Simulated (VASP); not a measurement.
# W4S9 in VASP: single point with PBE+D3(BJ)

Aim: the single point of W4S9 with PBE+D3(BJ).

Everything below comes from runs of VASP 6.6.1. Logs are shortened: lines on timing, memory, paths and dates and some standing lists are left out, and cuts for length are marked.

## Step 1: The cell of the first run

The cell holds a slab with vacuum, 13 atoms: a = 6.319 Å, b = 6.319 Å, c = 18.652 Å, α = 90.00°, β = 90.00°, γ = 120.00°.

## Step 2: Single point, PBE+D3(BJ), collinear spin

The input, INCAR:

```
SYSTEM = W4S9
PREC     = Accurate       ! precision mode
ENCUT    = 400            ! plane-wave cutoff, eV
EDIFF    = 1E-6           ! SCF threshold, eV
ISMEAR   = 0              ! smearing method
SIGMA    = 0.05           ! smearing width, eV
LREAL    = .FALSE.        ! projectors in reciprocal space
LASPH    = .TRUE.         ! aspherical terms in the spheres
NELM     = 200            ! most SCF steps
ALGO     = Normal         ! electronic algorithm
ISIF     = 2              ! what is computed and relaxed
LWAVE    = .FALSE.        ! write WAVECAR
LCHARG   = .FALSE.        ! write CHGCAR
ISPIN    = 2              ! spin polarisation
MAGMOM   = 0 0 0 0 0 0 0 0 2 0 0 0 0 ! initial moments
LORBIT   = 11             ! projections on sites
LMAXMIX  = 4              ! l up to which the mixer works
LDIPOL   = .TRUE.       
IDIPOL   = 3            
DIPOL    = 0.5 0.5 0.313
GGA      = PE             ! functional
IVDW     = 12             ! dispersion correction
NBANDS   = 71             ! bands
GGA_COMPAT= .FALSE.      
NELMDL   = -8           
KPAR     = 4
```

The input, KPOINTS:

```
Automatic mesh
0
G
  6 6 1
  0 0 0
```

The input, POSCAR:

```
W4S9
1.0
    6.3190915435      0.0000000000      0.0000000000
   -3.1595457717      5.4724938055      0.0000000000
    0.0000000000      0.0000000000     18.6521288227
S W
9 4
Direct
    0.1666666666      0.3333333333      0.2144527329
    0.1666666666      0.8333333333      0.2144527329
    0.6666666667      0.3333333333      0.2144527329
    0.6666666667      0.8333333333      0.2144527329
    0.1666666666      0.3333333333      0.3834483930
    0.1666666666      0.8333333333      0.3834483930
    0.6666666667      0.3333333333      0.3834483930
    0.6666666667      0.8333333333      0.3834483930
    0.2500000000      0.5000000000      0.4806280912
    0.3333333333      0.1666666667      0.2989505585
    0.3333333333      0.6666666667      0.2989505585
    0.8333333333      0.1666666667      0.2989505585
    0.8333333333      0.6666666667      0.2989505585
```

Potentials or basis: VASP PAW PBE potentials, release 64 (S, W_sv).

Started as:

```
cat potpaw_PBE.64/S/POTCAR potpaw_PBE.64/W_sv/POTCAR > POTCAR
mpirun -np 4 vasp_std > vasp.out
```

OUTCAR:

```text
SYSTEM = W4S9
   PREC = Accurate
   ENCUT = 400
   EDIFF = 1E-6
   ISMEAR = 0
   LREAL = .FALSE.
   LASPH = .TRUE.
   NELM = 200
   ISIF = 2
   ISPIN = 2
   LORBIT = 11
   GGA = PE
   IVDW = 12
   NELMDL = -8
 IVDW          = 12

 ion  position               nearest neighbor table
   1  0.167  0.333  0.214-  10 2.41  12 2.41  11 2.41
   2  0.167  0.833  0.214-  11 2.41  13 2.41  10 2.41
   3  0.667  0.333  0.214-  12 2.41  13 2.41  10 2.41
   4  0.667  0.833  0.214-  13 2.41  12 2.41  11 2.41
   5  0.167  0.333  0.383-   9 2.03  10 2.41  12 2.41  11 2.41
   6  0.167  0.833  0.383-  11 2.41  13 2.41  10 2.41
   7  0.667  0.333  0.383-  12 2.41  13 2.41  10 2.41
   8  0.667  0.833  0.383-  13 2.41  12 2.41  11 2.41
   9  0.250  0.500  0.481-   5 2.03
  10  0.333  0.167  0.299-   1 2.41   2 2.41   3 2.41   5 2.41   6 2.41   7 2.41  11 3.16  11 3.16
                            12 3.16  12 3.16  13 3.16  13 3.16
  11  0.333  0.667  0.299-   2 2.41   1 2.41   4 2.41   6 2.41   5 2.41   8 2.41  10 3.16  10 3.16
                            13 3.16  13 3.16  12 3.16  12 3.16
  12  0.833  0.167  0.299-   3 2.41   1 2.41   4 2.41   7 2.41   5 2.41   8 2.41  13 3.16  13 3.16
                            10 3.16  10 3.16  11 3.16  11 3.16
  13  0.833  0.667  0.299-   4 2.41   2 2.41   3 2.41   8 2.41   6 2.41   7 2.41  12 3.16  12 3.16
                            11 3.16  11 3.16  10 3.16  10 3.16

  LATTYP: Found a hexagonal cell.
 ALAT       =     6.3190915435
 C/A-ratio  =     2.9517104942

  Lattice vectors:

 A1 = (   6.3190915435,   0.0000000000,   0.0000000000)
 A2 = (  -3.1595457717,   5.4724938055,   0.0000000000)
 A3 = (   0.0000000000,   0.0000000000,  18.6521288227)

Analysis of symmetry for initial positions (statically):
=====================================================================
 Subroutine PRICEL returns:
 Original cell was already a primitive cell.

 Routine SETGRP: Setting up the symmetry group for a
 hexagonal supercell.

 Subroutine GETGRP returns: Found  2 space group operations
 (whereof  2 operations were pure point group operations)
 out of a pool of 24 trial point group operations.

The static configuration has the point symmetry C_1h.

Analysis of symmetry for dynamics (positions and initial velocities):
=====================================================================
 Subroutine PRICEL returns:
 Original cell was already a primitive cell.

 Routine SETGRP: Setting up the symmetry group for a
 hexagonal supercell.

 Subroutine GETGRP returns: Found  2 space group operations
 (whereof  2 operations were pure point group operations)
 out of a pool of 24 trial point group operations.

The dynamic configuration has the point symmetry C_1h.

Analysis of structural, dynamic, and magnetic symmetry:
=====================================================================
 Subroutine PRICEL returns:
 Original cell was already a primitive cell.

 Routine SETGRP: Setting up the symmetry group for a
 hexagonal supercell.

 Subroutine GETGRP returns: Found  2 space group operations
 (whereof  2 operations were pure point group operations)
 out of a pool of 24 trial point group operations.

The overall configuration has the point symmetry C_1h.

 Subroutine INISYM returns: Found  2 space group operations
 (whereof  2 operations are pure point group operations),
 and found     1 'primitive' translations

----------------------------------------------------------------------------------------

                                     Primitive cell

  volume of cell :     645.0128

  direct lattice vectors                    reciprocal lattice vectors
     6.319091543  0.000000000  0.000000000     0.158250596  0.091366024  0.000000000
    -3.159545772  5.472493806  0.000000000     0.000000000  0.182732048  0.000000000
     0.000000000  0.000000000 18.652128823     0.000000000  0.000000000  0.053613183

  length of vectors
     6.319091543  6.319091543 18.652128823     0.182732048  0.182732048  0.053613183

  position of ions in fractional coordinates (direct lattice)
     0.166666667  0.333333333  0.214452733
     0.166666667  0.833333333  0.214452733
[... 95 lines left out ...]
   POTIM  = 0.5000    time-step for ionic-motion
   TEBEG  =    0.0;   TEEND  =   0.0 temperature during run
   PSTRESS=    0.0 pullay stress
   NELECT =     110.0000    total number of electrons
   NUPDOWN=      -1.0000    fix difference up-down
   EMIN   =  10.00;   EMAX   =-10.00  energy-range for DOS
   EFERMI =   0.00;   METHOD = LEGACY
   ISMEAR =     0;   SIGMA  =   0.05  broadening in eV -4-tet -1-fermi 0-gaus
   EFERMI_NEDOS =   21; number of points for ismear=-14 and -15
   IALGO  =     38    algorithm
   IMIX   =      4    mixing-type and parameters
     AMIX     =   0.40;   BMIX     =  1.00
     AMIX_MAG =   1.60;   BMIX_MAG =  1.00
  volume/ion in A,a.u.               =      49.62       334.83
  Fermi-wavevector in a.u.,A,eV,Ry     =   0.907855  1.715596 11.213921  0.824200
  Thomas-Fermi vector in A             =   2.031711
   LORBIT       =     11    0 simple, 1 ext, 2 COOP (PROOUT), +10 PAW based schemes
   GGA     = PE    functional components
   LHFCALC =     F    Hartree Fock is set to
   AEXX    =    0.0000 exact exchange contribution
   IVDW    =    12    specifies the selected vdW correction
   LEPSILON=     F    determine dielectric tensor
   LRPA    =     F    only Hartree local field effects (RPA)
 spin polarized calculation
 Gauss-broadening in eV      SIGMA  =   0.05
  energy-cutoff  :      400.00
  volume of cell :      645.01
 maximum number of plane-waves:     11752
 NGX is ok and might be reduce to    42
   NGX = 21   NGY = 21   NGZ = 61

 dipolmoment           0.000000      0.000000     -0.031315 electrons x Angstroem

 number of electron     110.0000036 magnetization      -0.0003055

 number of electron     110.0000036 magnetization       0.0000890

 dipolmoment           0.000000      0.000000      0.156882 electrons x Angstroem

 Free energy of the ion-electron system (eV)
  ---------------------------------------------------
  ext. energy  EPLUGINS =         0.00000000
  ---------------------------------------------------
  free energy    TOTEN  =       -96.79179403 eV

  energy without entropy =      -96.79179403  energy(sigma->0) =      -96.79179403

 E-fermi :  -0.9504     XC(G=0):  -4.4961

 val. band max:       -1.2054520131   @ k =   0.5000  -0.0000   0.0000
 cond. band min:      -0.1274413965   @ k =   0.5000  -0.0000   0.0000
 fundamental gap:      1.0780106167
 Fermi energy:        -0.9504355606

 spin component 1

 k-point     1 :       0.0000    0.0000    0.0000
  band No.  band energies     occupation
      1     -75.5213      1.00000
      2     -75.5074      1.00000
      3     -75.5057      1.00000
      4     -75.4206      1.00000
      5     -39.9774      1.00000
      6     -39.9519      1.00000
[... 899 lines left out ...]
     66       1.9405      0.00000
     67       2.2354      0.00000
 Fermi energy:        -0.9504355606

 spin component 2

 k-point     1 :       0.0000    0.0000    0.0000
  band No.  band energies     occupation
      1     -75.5213      1.00000
      2     -75.5074      1.00000
      3     -75.5057      1.00000
      4     -75.4206      1.00000
      5     -39.9774      1.00000
      6     -39.9519      1.00000
[... 899 lines left out ...]
     66       1.9405      0.00000
     67       2.2354      0.00000
 [bands above 67 left out]

------------------------ aborting loop because EDIFF is reached ----------------------------------------

 vacuum level on the upper side and lower side of the slab       (xc-potential included)         0.399        -0.397

 Edisp (eV)   -4.09020

 E8    (eV) :    -1.8180

  FORCE on cell =-STRESS in cart. coord.  units (eV):
  Direction    XX          YY          ZZ          XY          YZ          ZX
  --------------------------------------------------------------------------------------
  -------------------------------------------------------------------------------------
  Total       0.29592    -0.24688     0.65781    -0.00000    -4.02114    -0.00000
  in kB       0.73505    -0.61323     1.63395    -0.00000    -9.98830    -0.00000
  external pressure =        0.59 kB  Pullay stress =        0.00 kB

 VOLUME and BASIS-vectors are now :
 -----------------------------------------------------------------------------
  energy-cutoff  :      400.00
  volume of cell :      645.01
      direct lattice vectors                 reciprocal lattice vectors
     6.319091543  0.000000000  0.000000000     0.158250596  0.091366024  0.000000000
    -3.159545772  5.472493806  0.000000000     0.000000000  0.182732048  0.000000000
     0.000000000  0.000000000 18.652128823     0.000000000  0.000000000  0.053613183

 POSITION                                       TOTAL-FORCE (eV/Angst)
 -----------------------------------------------------------------------------------
     -0.00000      1.82416      4.00000         0.000000      0.013297      0.144594
     -1.57977      4.56041      4.00000        -0.029723     -0.008063     -0.052206
      3.15955      1.82416      4.00000         0.000000      0.012989     -0.085844
      1.57977      4.56041      4.00000         0.029723     -0.008063     -0.052206
     -0.00000      1.82416      7.15213         0.000000      1.269963      0.753267
     -1.57977      4.56041      7.15213         0.071866     -0.021274     -0.114558
      3.15955      1.82416      7.15213        -0.000000     -0.022279      0.095546
      1.57977      4.56041      7.15213        -0.071866     -0.021274     -0.114558
      0.00000      2.73625      8.96474        -0.000000     -1.741874     -0.068126
      1.57977      0.91208      5.57606         0.336927     -0.038473      0.147663
     -0.00000      3.64833      5.57606         0.000000      0.537000     -0.817001
      4.73932      0.91208      5.57606        -0.336927     -0.038473      0.147663
      3.15955      3.64833      5.57606         0.000000      0.066523      0.015767
 -----------------------------------------------------------------------------------
    total drift:                                0.000002      0.000042     -0.001146

  FREE ENERGIE OF THE ION-ELECTRON SYSTEM (eV)
  ---------------------------------------------------
  free  energy   TOTEN  =      -100.8819924006 eV

  energy  without entropy=     -100.8819924006  energy(sigma->0) =     -100.88199240

 vacuum level on the upper side and lower side of the slab         4.961         4.140

 total charge

# of ion       s       p       d       tot
------------------------------------------
    1        1.359   2.361   0.000   3.720
    2        1.358   2.364   0.000   3.722
    3        1.359   2.362   0.000   3.721
    4        1.358   2.364   0.000   3.722
    5        1.311   2.361   0.000   3.671
    6        1.371   2.340   0.000   3.711
    7        1.363   2.353   0.000   3.716
    8        1.371   2.340   0.000   3.711
    9        1.378   2.262   0.000   3.640
   10        2.318   6.324   3.398  12.040
   11        2.321   6.329   3.397  12.046
   12        2.318   6.324   3.398  12.040
   13        2.320   6.329   3.375  12.024
--------------------------------------------------
tot         21.506  46.411  13.567  81.484

 magnetization (x)

# of ion       s       p       d       tot
------------------------------------------
    1       -0.000  -0.000   0.000  -0.000
    2        0.000   0.000   0.000   0.000
    3       -0.000  -0.000   0.000  -0.000
    4        0.000   0.000   0.000   0.000
    5       -0.000  -0.000   0.000  -0.000
    6       -0.000  -0.000   0.000  -0.000
    7       -0.000  -0.000   0.000  -0.000
    8       -0.000  -0.000   0.000  -0.000
    9       -0.000  -0.000   0.000  -0.000
   10        0.000   0.000  -0.000  -0.000
   11       -0.000   0.000  -0.000  -0.000
   12        0.000   0.000  -0.000  -0.000
   13       -0.000   0.000  -0.000  -0.000
--------------------------------------------------
tot         -0.000  -0.000  -0.000  -0.000
```

Run time: 13 min. Hardware: 4 MPI ranks of Intel Xeon Platinum 8375C at 2.90GHz (Ice Lake), shared host; peak memory 1 GiB.

Results:

```yaml
Free_energy: -100.8820 eV
Largest_force: 1.743 eV/Å
Band_gap_on_the_k_mesh: 1.08 eV
Net_moment: 0.00 μB per cell
Valence_electrons_inside_the_program's_atomic_spheres: S 3.72, 3.67, 3.71, 3.64 (each value once); W 12.04, 12.05, 12.02 (each value once)
Dispersion_energy_per_atom: -0.315 eV
```

Forces on the atoms (eV/Å):
```
S    0.000  0.013  0.145
S   -0.030 -0.008 -0.052
S    0.000  0.013 -0.086
S    0.030 -0.008 -0.052
S    0.000  1.270  0.753
S    0.072 -0.021 -0.115
S    0.000 -0.022  0.096
S   -0.072 -0.021 -0.115
S    0.000 -1.742 -0.068
W    0.337 -0.038  0.148
W    0.000  0.537 -0.817
W   -0.337 -0.038  0.148
W    0.000  0.067  0.016
```

Caveat: spin-orbit coupling is left out, which moves the levels of the heavy elements.
